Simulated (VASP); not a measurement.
Runs of VASP 6.6.1 on MgS. The structure is that of space group F-43m (No. 216), or close to it. The cells are those of the table. 

| level | cell | smearing | gap on the mesh (eV) | pressure (GPa) |
| --- | --- | --- | --- | --- |
| PBE | a = 3.943 Å, angles 60.0°, 2 atoms | fermi-dirac 0.02 eV | 3.69 | 3.9 |
| PBE | a = 3.993 Å, angles 61.2°, 2 atoms | fermi-dirac 0.02 eV | 3.26 | -0.1 |
| PBE | a = 3.964, b = 3.964, c = 4.003 Å, angles 59.7, 59.7, 60.7°, 2 atoms | fermi-dirac 0.02 eV | 3.52 | (b) |
| r2SCAN | a = 4.003, b = 4.003, c = 3.983 Å, angles 60.2, 60.2, 60.3°, 2 atoms | gaussian 0.01 eV | 4.10 | -0.3 |
| PBE | a = 4.003 Å, angles 60.0°, 2 atoms | fermi-dirac 0.02 eV | 3.46 | (a) |

Alike in all rows: task single point; potentials or basis VASP PAW PBE potentials, release 64 (Mg, S); no spin polarisation; k mesh 8 × 8 × 8; cutoff (eV) 520.

Fill in the values left out.

(a) 0.9; (b) 2.2.

Caveats: the PAW data sets were made with another functional, which shifts forces and pressure a little (some runs).

A k mesh can miss the band edges.
